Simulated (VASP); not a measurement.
## SnO: single point with r2SCAN

The system is SnO.

```
CELL_PARAMETERS angstrom
0.00000 2.70821 2.70821
2.70821 0.00000 2.70821
2.70821 2.70821 0.00000
ATOMIC_POSITIONS crystal
Sn 0.00000 0.00000 0.00000
O 0.25000 0.25000 0.25000
```

```yaml
Program: VASP 6.6.1
Task: single point
Functional: r2SCAN
Potentials_or_basis: VASP PAW PBE potentials, release 64 (Sn_d, O)
Cutoff: 660 eV
k_mesh: 6 × 6 × 6
Occupations: methfessel-paxton, width 0.05 eV
Spin: no spin polarisation
```

| Property | Result |
| --- | --- |
| Pressure | 0.2 GPa |
| Band gap on the k mesh | zero (bands 10 and 11 overlap by 0.14 eV) |

Levels at points of the mesh, in eV from the Fermi level:
| k point | band 7 | band 8 | band 9 | band 10 | band 11 | band 12 | band 13 | band 14 |
| --- | --- | --- | --- | --- | --- | --- | --- | --- |
| (0.00, 0.00, 0.00) | -6.48 | -3.98 | -3.98 | -3.98 | 4.67 | 4.67 | 4.67 | 9.49 |
| (0.50, 0.00, 0.00) | -8.33 | -4.41 | -4.41 | -2.45 | 1.74 | 4.80 | 4.80 | 8.89 |
| (0.50, 0.50, 0.00) | -8.14 | -5.18 | -5.18 | -0.60 | -0.16 | 5.48 | 5.48 | 5.61 |

It took 35 s on 1 thread of Intel(R) Xeon(R) Platinum 8488C (Sapphire Rapids), with other jobs on the host, peak memory 0.18 GiB.

Caveat: semilocal functionals underestimate gaps, so a narrow gap can read as zero; the PAW data sets were made with another functional, which shifts forces and pressure a little; spin-orbit coupling is left out, which moves the levels of the heavy elements.
